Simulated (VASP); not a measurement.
The system is ScBSbP3.

```
CELL_PARAMETERS angstrom
6.05091 0.00000 0.00000
-3.02545 5.24024 0.00000
0.00000 0.00000 3.77374
ATOMIC_POSITIONS crystal
Sc 0.00000 0.00000 0.00000
B 0.33333 0.66667 0.00000
Sb 0.66667 0.33333 0.00000
P 0.01297 0.50648 0.50000
P 0.49352 0.50648 0.50000
P 0.49352 0.98703 0.50000
```

The cell was built from a structure type or drawn by symmetry, and may not be a known phase.

| Item | Value |
| --- | --- |
| Program | VASP 6.6.1 |
| Task | relaxation of cell and atoms |
| Functional | PBE |
| Potentials or basis | VASP PAW PBE potentials, release 64 (Sc_sv, B, Sb, P) |
| Cutoff | 600 eV |
| k mesh | 3 × 3 × 4 |
| Occupations | gaussian, width 0.1 eV |
| Spin | no spin polarisation |

At the start: pressure -5.7 GPa; volume 19.94 Å³/atom.

How do energy, volume and symmetry change on relaxing?

Over 15 steps the energy falls by 221.3 meV/atom and the volume is 18.17 Å³/atom (-8.9 %); space group P-6m2 (No. 187, to 0.1 Å) before and after.

The path:
| step | energy change (eV) | largest force (eV/Å) | pressure (GPa) | volume (Å³) |
| --- | --- | --- | --- | --- |
| 1 | 0.0000 | 2.2434 | -5.71 | 119.66 |
| 2 | -0.9036 | 1.7075 | -0.40 | 107.76 |
| 3 | -1.0682 | 0.6971 | 6.09 | 99.90 |
| 4 | -1.0795 | 0.9797 | 4.47 | 101.51 |
| 5 | -1.2585 | 0.4121 | 0.98 | 106.13 |
| 6 | -1.2595 | 0.3183 | 1.14 | 105.81 |
| 7 | -1.3131 | 0.1032 | -0.85 | 108.72 |
| 8 | -1.3131 | 0.1032 | -0.85 | 108.72 |
| 9 | -1.3203 | 0.0741 | 0.21 | 107.44 |
| 10 | -1.3204 | 0.0700 | 0.34 | 107.28 |
| 11 | -1.3227 | 0.0418 | 0.28 | 107.56 |
| 12 | -1.3269 | 0.0480 | 0.10 | 108.38 |
| 13 | -1.3269 | 0.0966 | 0.01 | 108.68 |
| 14 | -1.3270 | 0.0719 | 0.06 | 108.53 |
| 15 | -1.3277 | 0.0175 | -0.25 | 109.02 |

Final structure:
```cif
data_structure
_symmetry_space_group_name_H-M 'P 1'
_symmetry_Int_Tables_number 1
_cell_length_a 6.0897
_cell_length_b 6.0897
_cell_length_c 3.3945
_cell_angle_alpha 90.000
_cell_angle_beta 90.000
_cell_angle_gamma 120.000
_cell_volume 109.02
loop_
_atom_site_label
_atom_site_type_symbol
_atom_site_fract_x
_atom_site_fract_y
_atom_site_fract_z
_atom_site_occupancy
Sc1 Sc 0.00000 0.00000 0.00000 1
B1 B 0.33333 0.66667 0.00000 1
Sb1 Sb 0.66667 0.33333 0.00000 1
P1 P 0.06665 0.53333 0.50000 1
P2 P 0.46667 0.53333 0.50000 1
P3 P 0.46667 0.93335 0.50000 1
```

Caveat: the k points lie up to 0.46 Å⁻¹ apart in the final cell, too coarse for converged energies and pressures of a metal.
